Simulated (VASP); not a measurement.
# ZnO (P6_3mc) in VASP: further runs

Runs on ZnO. Level: PBE. Tasks: electric field gradients.

Program: VASP 6.6.1. These are calculated values, not measurements. Logs are shortened: lines on timing, memory, paths and dates and some standing lists are left out, and cuts for length are marked.

## 1. The cell of the first run

It takes space group P6_3mc (No. 186, hexagonal). The conventional cell has a = 3.249 Å, b = 3.249 Å, c = 5.204 Å, α = 90.00°, β = 90.00°, γ = 120.00°. Within 2.6 Å of Zn (site symmetry 3m) lie 4 O at 1.97 to 1.99 Å. Within 2.6 Å of O (site symmetry 3m) lie 4 Zn at 1.97 to 1.99 Å.

## 2. Electric field gradients, PBE

Contents of INCAR:

```
SYSTEM = ZnO
PREC = Accurate
ENCUT = 520
EDIFF = 1E-8
ISMEAR = -1
SIGMA = 0.02
LREAL = .False.
LASPH = .True.
NELM = 60
ALGO = Normal
ISIF = 2
LWAVE = .False.
LCHARG = .False.
GGA = PE
LEFG = .True.
NBANDS = 26
```

Contents of KPOINTS:

```
Automatic mesh
0
Gamma
  11 11 6
  0 0 0
```

Contents of POSCAR:

```
ZnO
1.0
    3.2493987239      0.0000000000      0.0000000000
   -1.6246993619      2.8140618419      0.0000000000
    0.0000000000      0.0000000000      5.2038000000
Zn O
2 2
Direct
    0.3333333333      0.6666666667      0.0000000000
    0.6666666667      0.3333333333      0.5000000000
    0.3333333333      0.6666666667      0.3821000000
    0.6666666667      0.3333333333      0.8821000000
```

Potentials or basis: VASP PAW PBE potentials, release 64 (Zn, O).

Started as:

```
cat potpaw_PBE.64/Zn/POTCAR potpaw_PBE.64/O/POTCAR > POTCAR
mpirun -np 1 vasp_std > vasp.out
```

OUTCAR:

```text
SYSTEM = ZnO
   PREC = Accurate
   ENCUT = 520
   EDIFF = 1E-8
   ISMEAR = -1
   LREAL = .False.
   LASPH = .True.
   NELM = 60
   ISIF = 2
   GGA = PE

 ion  position               nearest neighbor table
   1  0.333  0.667  0.000-   4 1.97   4 1.97   4 1.97   3 1.99
   2  0.667  0.333  0.500-   3 1.97   3 1.97   3 1.97   4 1.99
   3  0.333  0.667  0.382-   2 1.97   2 1.97   2 1.97   1 1.99
   4  0.667  0.333  0.882-   1 1.97   1 1.97   1 1.97   2 1.99

  LATTYP: Found a hexagonal cell.
 ALAT       =     3.2493987239
 C/A-ratio  =     1.6014655148

  Lattice vectors:

 A1 = (   3.2493987239,   0.0000000000,   0.0000000000)
 A2 = (  -1.6246993619,   2.8140618419,   0.0000000000)
 A3 = (   0.0000000000,   0.0000000000,   5.2038000000)

Analysis of symmetry for initial positions (statically):
=====================================================================
 Subroutine PRICEL returns:
 Original cell was already a primitive cell.

 Routine SETGRP: Setting up the symmetry group for a
 hexagonal supercell.

 Subroutine GETGRP returns: Found 12 space group operations
 (whereof  6 operations were pure point group operations)
 out of a pool of 24 trial point group operations.

The static configuration has the point symmetry C_3v.
 The point group associated with its full space group is C_6v.

Analysis of symmetry for dynamics (positions and initial velocities):
=====================================================================
 Subroutine PRICEL returns:
 Original cell was already a primitive cell.

 Routine SETGRP: Setting up the symmetry group for a
 hexagonal supercell.

 Subroutine GETGRP returns: Found 12 space group operations
 (whereof  6 operations were pure point group operations)
 out of a pool of 24 trial point group operations.

The dynamic configuration has the point symmetry C_3v.
 The point group associated with its full space group is C_6v.

 Subroutine INISYM returns: Found 12 space group operations
 (whereof  6 operations are pure point group operations),
 and found     1 'primitive' translations

----------------------------------------------------------------------------------------

                                     Primitive cell

  volume of cell :      47.5836

  direct lattice vectors                    reciprocal lattice vectors
     3.249398724  0.000000000  0.000000000     0.307749244  0.177679109  0.000000000
    -1.624699362  2.814061842  0.000000000     0.000000000  0.355358217  0.000000000
     0.000000000  0.000000000  5.203800000     0.000000000  0.000000000  0.192167262

  length of vectors
     3.249398724  3.249398724  5.203800000     0.355358217  0.355358217  0.192167262

  position of ions in fractional coordinates (direct lattice)
     0.333333333  0.666666667  0.000000000
     0.666666667  0.333333333  0.500000000
     0.333333333  0.666666667  0.382100000
     0.666666667  0.333333333  0.882100000

  ion indices of the primitive-cell ions
   primitive index   ion index
                 1           1
                 2           2
                 3           3
                 4           4

----------------------------------------------------------------------------------------

 KPOINTS: Automatic mesh

Automatic generation of k-mesh.
 Grid dimensions read from file:
 generate k-points for:   11   11    6

 Generating k-lattice:

  Cartesian coordinates                     Fractional coordinates (reciprocal lattice)
     0.027977204  0.016152646  0.000000000     0.090909091  0.000000000  0.000000000
     0.000000000  0.032305292  0.000000000     0.000000000  0.090909091  0.000000000
     0.000000000  0.000000000  0.032027877     0.000000000  0.000000000  0.166666667

  Length of vectors
     0.032305292  0.032305292  0.032027877

  Shift w.r.t. Gamma in fractional coordinates (k-lattice)
     0.000000000  0.000000000  0.000000000
[... 37 lines left out ...]
   dimension x,y,z NGXF=    48 NGYF=   48 NGZF=   80
   ions per type =               2   2
   NGX,Y,Z   is equivalent  to a cutoff of  12.28, 12.28, 12.78 a.u.
   NGXF,Y,Z  is equivalent  to a cutoff of  24.56, 24.56, 25.56 a.u.
 SYSTEM =  ZnO
   PREC   = accura    normal or accurate (medium, high low for compatibility)
   ISTART =      0    job   : 0-new  1-cont  2-samecut
   ICHARG =      2    charge: 1-file 2-atom 10-const
   ISPIN  =      1    spin polarized calculation?
   LNONCOLLINEAR =      F non collinear calculations
   LSORBIT =      F    spin-orbit coupling
   LASPH  =      T    aspherical Exc in radial PAW
   ENCUT  =  520.0 eV  38.22 Ry    6.18 a.u.   6.04  6.04  9.68*2*pi/ulx,y,z
   NELM   =     60;   NELMIN=  2; NELMDL= -5     # of ELM steps
   EDIFF  = 0.1E-07   stopping-criterion for ELM
   LREAL  =      F    real-space projection
   EDIFFG = 0.1E-06   stopping-criterion for IOM
   NSW    =      0    number of steps for IOM
   IBRION =     -1    ionic relax: 0-MD 1-quasi-New 2-CG
   NFREE  =      0    steps in history (QN), initial steepest desc. (CG)
   ISIF   =      2    stress and relaxation
   ISYM   =      2    0-nonsym 1-usesym 2-fastsym
   POTIM  = 0.5000    time-step for ionic-motion
   TEBEG  =    0.0;   TEEND  =   0.0 temperature during run
   PSTRESS=    0.0 pullay stress
   NELECT =      36.0000    total number of electrons
   NUPDOWN=      -1.0000    fix difference up-down
   EMIN   =  10.00;   EMAX   =-10.00  energy-range for DOS
   EFERMI =   0.00;   METHOD = LEGACY
   ISMEAR =    -1;   SIGMA  =   0.02  broadening in eV -4-tet -1-fermi 0-gaus
   EFERMI_NEDOS =   21; number of points for ismear=-14 and -15
   IALGO  =     38    algorithm
   IMIX   =      4    mixing-type and parameters
     AMIX     =   0.40;   BMIX     =  1.00
     AMIX_MAG =   1.60;   BMIX_MAG =  1.00
  volume/ion in A,a.u.               =      11.90        80.28
  Fermi-wavevector in a.u.,A,eV,Ry     =   1.491729  2.818959 30.276436  2.225255
  Thomas-Fermi vector in A             =   2.604347
   LORBIT       =      0    0 simple, 1 ext, 2 COOP (PROOUT), +10 PAW based schemes
   GGA     = PE    functional components
   LHFCALC =     F    Hartree Fock is set to
   AEXX    =    0.0000 exact exchange contribution
   IVDW    =     0    specifies the selected vdW correction
   LEPSILON=     F    determine dielectric tensor
   LRPA    =     F    only Hartree local field effects (RPA)
 non-spin polarized calculation
  energy-cutoff  :      520.00
  volume of cell :       47.58
 maximum number of plane-waves:      1300
   NGX = 13   NGY = 13   NGZ = 19

 number of electron      36.0000016 magnetization

 Free energy of the ion-electron system (eV)
  ---------------------------------------------------
  ext. energy  EPLUGINS =         0.00000000
  ---------------------------------------------------
  free energy    TOTEN  =       -17.82235706 eV

  energy without entropy =      -17.82235706  energy(sigma->0) =      -17.82235706

 E-fermi :   1.6041     XC(G=0): -10.9130

 val. band max:        1.2080047583   @ k =   0.0000   0.0000   0.0000
 cond. band min:       1.9976571072   @ k =   0.0000   0.0000   0.0000
 fundamental gap:      0.7896523489
 Fermi energy:         1.6040915589

 k-point     1 :       0.0000    0.0000    0.0000
  band No.  band energies     occupation
      1     -16.8869      2.00000
      2     -16.1574      2.00000
      3      -4.4999      2.00000
      4      -4.4999      2.00000
      5      -4.4128      2.00000
      6      -4.4041      2.00000
[... 685 lines left out ...]
     25      14.2500      0.00000
     26      15.7551      0.00000

 [... further k-points ...]

------------------------ aborting loop because EDIFF is reached ----------------------------------------

  FORCE on cell =-STRESS in cart. coord.  units (eV):
  Direction    XX          YY          ZZ          XY          YZ          ZX
  --------------------------------------------------------------------------------------
  -------------------------------------------------------------------------------------
  Total        1.7581148      1.7581148      1.8354098      0.0000000     -0.0000000      0.0000000
  in kB       59.1971193     59.1971193     61.7997038      0.0000000     -0.0000000      0.0000000
  external PRESSURE =      60.0646475 kB  Pullay stress =       0.0000000 kB

 VOLUME and BASIS-vectors are now :
 -----------------------------------------------------------------------------
  energy-cutoff  :      520.00
  volume of cell :       47.58
      direct lattice vectors                 reciprocal lattice vectors
     3.249398724  0.000000000  0.000000000     0.307749244  0.177679109  0.000000000
    -1.624699362  2.814061842  0.000000000     0.000000000  0.355358217  0.000000000
     0.000000000  0.000000000  5.203800000     0.000000000  0.000000000  0.192167262

 POSITION                                       TOTAL-FORCE (eV/Angst)
 -----------------------------------------------------------------------------------
     -0.00000      1.87604      0.00000        -0.000000      0.000000      0.032761
      1.62470      0.93802      2.60190         0.000000     -0.000000      0.032761
     -0.00000      1.87604      1.98837        -0.000000     -0.000000     -0.032761
      1.62470      0.93802      4.59027         0.000000      0.000000     -0.032761
 -----------------------------------------------------------------------------------
    total drift:                               -0.000000     -0.000000     -0.000068

  FREE ENERGIE OF THE ION-ELECTRON SYSTEM (eV)
  ---------------------------------------------------
  free  energy   TOTEN  =       -17.8223570597 eV

  energy  without entropy=      -17.8223570597  energy(sigma->0) =      -17.82235706

 Electric field gradients (V/A^2)
---------------------------------------------------------------------
 ion       V_xx      V_yy      V_zz      V_xy      V_xz      V_yz
---------------------------------------------------------------------
   1      -3.798    -3.800     7.598    -0.001     0.000    -0.000
   2      -3.798    -3.800     7.598    -0.001    -0.000     0.000
   3       1.676     1.671    -3.347    -0.004     0.000    -0.000
   4       1.676     1.671    -3.347    -0.004    -0.000     0.000
---------------------------------------------------------------------

 Electric field gradients after diagonalization (V/A^2)
 (convention: |V_zz| > |V_xx| > |V_yy|)
----------------------------------------------------------------------
 ion       V_xx      V_yy      V_zz     asymmetry (V_yy - V_xx)/ V_zz
----------------------------------------------------------------------
   1      -3.800    -3.798     7.598       0.000
   2      -3.800    -3.798     7.598       0.000
   3       1.678     1.669    -3.347       0.003
   4       1.678     1.669    -3.347       0.003
----------------------------------------------------------------------

           NMR quadrupolar parameters

 Cq : quadrupolar parameter    Cq=e*Q*V_zz/h
 eta: asymmetry parameters     (V_yy - V_xx)/ V_zz
 Q  : nuclear electric quadrupole moment in mb (millibarn)
----------------------------------------------------------------------
 ion       Cq(MHz)       eta       Q (mb)
----------------------------------------------------------------------
   1       0.018       0.000       1.000
   2       0.018       0.000       1.000
   3      -0.008       0.003       1.000
   4      -0.008       0.003       1.000
----------------------------------------------------------------------
```

Run time: 1.9 min. Hardware: 1 thread of AMD EPYC 7R43 (Zen 3), shared host; peak memory 0.16 GiB.

What came out:

```
Free energy            : -17.8224 eV
Pressure               : 6.0 GPa
Largest force          : 0.033 eV/Å
Band gap on the k mesh : 0.79 eV, direct
```

Forces on the atoms (eV/Å):
```
Zn   0.000  0.000  0.033
Zn   0.000  0.000  0.033
O    0.000  0.000 -0.033
O    0.000  0.000 -0.033
```

Levels at points of the mesh, in eV from the valence-band top:
```tsv
k point	band 15	band 16	band 17	band 18	band 19	band 20	band 21	band 22
(0.00, 0.00, 0.00)	-0.79	-0.09	0.00	0.00	0.79	5.19	8.25	12.84
(0.00, 0.00, 0.50)	-0.39	-0.39	-0.39	-0.39	3.46	3.46	10.09	10.09
```

Electric field gradients, principal values (V/Å²):
```csv
atom,least,middle,greatest (by size)
1 Zn,-3.798,-3.800,7.598
2 Zn,-3.798,-3.800,7.598
3 O,1.669,1.678,-3.347
4 O,1.669,1.678,-3.347
```

Caveat: without QUAD_EFG the Cq values of the log hold for a quadrupole moment of 1 mb, not for the nuclei. A hybrid or GW would open this gap; PBE tends to underestimate it.

## 3. Electric field gradients, PBE (volume scaled by 0.96)

Contents of INCAR:

```
PREC     = Accurate       # precision mode
ENCUT    = 520            # plane-wave cutoff, eV
EDIFF    = 1E-8           # SCF threshold, eV
ISMEAR   = -1             # smearing method
SIGMA    = 0.02           # smearing width, eV
LREAL    = False          # projectors in reciprocal space
LASPH    = True           # aspherical terms in the spheres
NELM     = 80             # most SCF steps
ALGO     = Normal         # electronic algorithm
ISIF     = 2              # what is computed and relaxed
LWAVE    = False          # write WAVECAR
LCHARG   = False          # write CHGCAR
GGA      = PE             # functional
LEFG     = True         
NBANDS   = 26             # bands
```

Contents of KPOINTS:

```
regular mesh
0
Gamma
  11 11 6
```

Contents of POSCAR:

```
ZnO
1.0
    3.2054825469      0.0000000000      0.0000000000
   -1.6027412734      2.7760293170      0.0000000000
    0.0000000000      0.0000000000      5.1334697570
Zn O
2 2
Direct
    0.3333333333      0.6666666667      0.0000000000
    0.6666666667      0.3333333333      0.5000000000
    0.3333333333      0.6666666667      0.3821000000
    0.6666666667      0.3333333333      0.8821000000
```

Potentials or basis: VASP PAW PBE potentials, release 64 (Zn, O).

Started as:

```
cat potpaw_PBE.64/Zn/POTCAR potpaw_PBE.64/O/POTCAR > POTCAR
mpirun -np 1 vasp_std > vasp.out
```

OUTCAR:

```text
PREC = Accurate
   ENCUT = 520
   EDIFF = 1E-8
   ISMEAR = -1
   LREAL = False
   LASPH = True
   NELM = 80
   ISIF = 2
   GGA = PE

 ion  position               nearest neighbor table
   1  0.333  0.667  0.000-   4 1.95   4 1.95   4 1.95   3 1.96
   2  0.667  0.333  0.500-   3 1.95   3 1.95   3 1.95   4 1.96
   3  0.333  0.667  0.382-   2 1.95   2 1.95   2 1.95   1 1.96
   4  0.667  0.333  0.882-   1 1.95   1 1.95   1 1.95   2 1.96

  LATTYP: Found a hexagonal cell.
 ALAT       =     3.2054825469
 C/A-ratio  =     1.6014655148

  Lattice vectors:

 A1 = (   3.2054825469,   0.0000000000,   0.0000000000)
 A2 = (  -1.6027412734,   2.7760293170,   0.0000000000)
 A3 = (   0.0000000000,   0.0000000000,   5.1334697570)

Analysis of symmetry for initial positions (statically):
=====================================================================
 Subroutine PRICEL returns:
 Original cell was already a primitive cell.

 Routine SETGRP: Setting up the symmetry group for a
 hexagonal supercell.

[... 898 lines left out ...]
     -0.00000      1.85069      0.00000         0.000000      0.000000      0.033915
      1.60274      0.92534      2.56673        -0.000000      0.000000      0.033915
     -0.00000      1.85069      1.96150         0.000000      0.000000     -0.033915
      1.60274      0.92534      4.52823        -0.000000      0.000000     -0.033915
 -----------------------------------------------------------------------------------
    total drift:                                0.000000      0.000001      0.001289

  FREE ENERGIE OF THE ION-ELECTRON SYSTEM (eV)
  ---------------------------------------------------
  free  energy   TOTEN  =       -17.7095645551 eV

  energy  without entropy=      -17.7095645551  energy(sigma->0) =      -17.70956456

 Electric field gradients (V/A^2)
---------------------------------------------------------------------
 ion       V_xx      V_yy      V_zz      V_xy      V_xz      V_yz
---------------------------------------------------------------------
   1      -4.026    -4.030     8.056    -0.004     0.000    -0.000
   2      -4.026    -4.030     8.056    -0.004    -0.000     0.000
   3       1.650     1.647    -3.297    -0.002     0.000    -0.000
   4       1.650     1.647    -3.297    -0.002    -0.000     0.000
---------------------------------------------------------------------

 Electric field gradients after diagonalization (V/A^2)
 (convention: |V_zz| > |V_xx| > |V_yy|)
----------------------------------------------------------------------
 ion       V_xx      V_yy      V_zz     asymmetry (V_yy - V_xx)/ V_zz
----------------------------------------------------------------------
   1      -4.033    -4.023     8.056       0.001
   2      -4.033    -4.023     8.056       0.001
   3       1.651     1.646    -3.297       0.002
   4       1.651     1.646    -3.297       0.002
----------------------------------------------------------------------

           NMR quadrupolar parameters

 Cq : quadrupolar parameter    Cq=e*Q*V_zz/h
 eta: asymmetry parameters     (V_yy - V_xx)/ V_zz
 Q  : nuclear electric quadrupole moment in mb (millibarn)
----------------------------------------------------------------------
 ion       Cq(MHz)       eta       Q (mb)
----------------------------------------------------------------------
   1       0.019       0.001       1.000
   2       0.019       0.001       1.000
   3      -0.008       0.002       1.000
   4      -0.008       0.002       1.000
----------------------------------------------------------------------
```

OSZICAR:

```text
N       E                     dE             d eps       ncg     rms          rms(c)
DAV:   1     0.292552574769E+03    0.29255E+03   -0.18215E+04  3392   0.204E+03
DAV:   2     0.100899320873E+02   -0.28246E+03   -0.26590E+03  3484   0.412E+02
DAV:   3    -0.203830230203E+02   -0.30473E+02   -0.30102E+02  3658   0.138E+02
DAV:   4    -0.209573741726E+02   -0.57435E+00   -0.57316E+00  3744   0.194E+01
[... 10 lines left out ...]
DAV:  15    -0.177095646155E+02    0.18452E-06   -0.19058E-06  3504   0.125E-02    0.107E-03
DAV:  16    -0.177095645575E+02    0.57977E-07   -0.26465E-08  3380   0.212E-03    0.488E-04
DAV:  17    -0.177095645365E+02    0.20998E-07   -0.27480E-09  1888   0.914E-04    0.447E-04
DAV:  18    -0.177095645505E+02   -0.14003E-07   -0.48866E-09  1686   0.957E-04    0.187E-04
DAV:  19    -0.177095645551E+02   -0.46512E-08   -0.16546E-09  1682   0.583E-04
   1 F= -.17709565E+02 E0= -.17709565E+02  d E =-.952941E-11
```

stdout:

```text
POSCAR found type information on POSCAR ZnO
 POSCAR found :  2 types and       4 ions
 scaLAPACK will be used
 LDA part: xc-table for (Slater+PW92), standard interpolation
 POSCAR, INCAR and KPOINTS ok, starting setup
 FFT: planning ... GRIDC
 FFT: planning ... GRID_SOFT
 FFT: planning ... GRID
 WAVECAR not read
 entering main loop
ion   1

ion   2

ion   3

ion   4
```

Wall time 52 s (1 thread of Intel Xeon Platinum 8375C at 2.90GHz (Ice Lake), shared host); peak memory 0.2 GiB.

Results:

- Free energy: -17.7096 eV
- Pressure: 12.9 GPa
- Largest force: 0.034 eV/Å
- Band gap on the k mesh: 0.85 eV, direct

Forces on the atoms (eV/Å):
```
Zn   0.000  0.000  0.034
Zn   0.000  0.000  0.034
O    0.000  0.000 -0.034
O    0.000  0.000 -0.034
```

Electric field gradients, principal values (V/Å²):
| atom | least | middle | greatest (by size) |
| --- | --- | --- | --- |
| 1 Zn | -4.023 | -4.033 | 8.056 |
| 2 Zn | -4.023 | -4.033 | 8.056 |
| 3 O | 1.646 | 1.651 | -3.297 |
| 4 O | 1.646 | 1.651 | -3.297 |

Caveat: without QUAD_EFG the Cq values of the log hold for a quadrupole moment of 1 mb, not for the nuclei.
